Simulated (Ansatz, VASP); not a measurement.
## One calculation of P, two programs

Contents of INCAR:

```
PREC = Accurate
ENCUT = 520
EDIFF = 1E-6
ISMEAR = 0
SIGMA = 0.15
LREAL = False
LASPH = True
NELM = 60
ALGO = Normal
ISIF = 2
LWAVE = False
LCHARG = False
GGA = PS
NBANDS = 12
```

KPOINTS

```
regular mesh
0
Gamma
  18 18 18
```

The input POSCAR:

```
P
1.0
   -1.6915100431      2.5151650373      1.8589441358
    1.6915100431     -2.5151650373      1.8589441358
    1.6915100431      2.5151650373     -1.8589441358
P
2
Direct
    0.7226181430     -0.0273818570      0.7500000000
    0.1966908900      0.9466908900      0.2500000000
```

Input for Ansatz:

```yaml
crystal:
  lattice:
    - [-1.6915100431, 2.5151650373, 1.8589441358]
    - [1.6915100431, -2.5151650373, 1.8589441358]
    - [1.6915100431, 2.5151650373, -1.8589441358]
  atoms:
    - { symbol: P, position: [0.722618143, -0.027381857, 0.75] }
    - { symbol: P, position: [0.19669089, 0.94669089, 0.25] }
basis:
  ecutwfc: 420
kpoints:
  mp_grid: { grid: [18, 18, 18] }
hamiltonian:
  xc: pbesol
scf:
  occupations: { method: gaussian, width: 0.15 }
output:
  forces: true
  stress: true
  eigenvalues: true
```

Alike in both runs: task single point; functional PBEsol; k mesh 18 × 18 × 18; occupations gaussian, width 0.15 eV; no spin polarisation.

|  | VASP | Ansatz |
| --- | --- | --- |
| version | VASP 6.6.1 | Ansatz 0.2.0 |
| potentials or method | VASP PAW PBE potentials, release 64 (P), cutoff 520 eV | scalar-relativistic, plane waves, PAW |
| valence electrons in the cell | 10 | 10 |

|  | VASP | Ansatz | Ansatz less VASP |
| --- | --- | --- | --- |
| gap on the k mesh at the Fermi level (eV) | none | none | - |
| pressure (GPa) | -9.5 | -9.5 | -0.09 |
| traceless stress, the component that is largest in VASP (GPa) | 5.16 | 5.17 | +0.009 |
| rms of the force components (eV/Å) | 0.318 | 0.310 | -0.0076 |

VASP's potentials were made for PBE, not for PBEsol. Atom by atom the forces differ by 0.008 eV/Å (rms over components). A gap of «none» marks a metal or a gap that the smearing closes. The functional is the same, so the differences come from potentials, cutoffs and numerics.
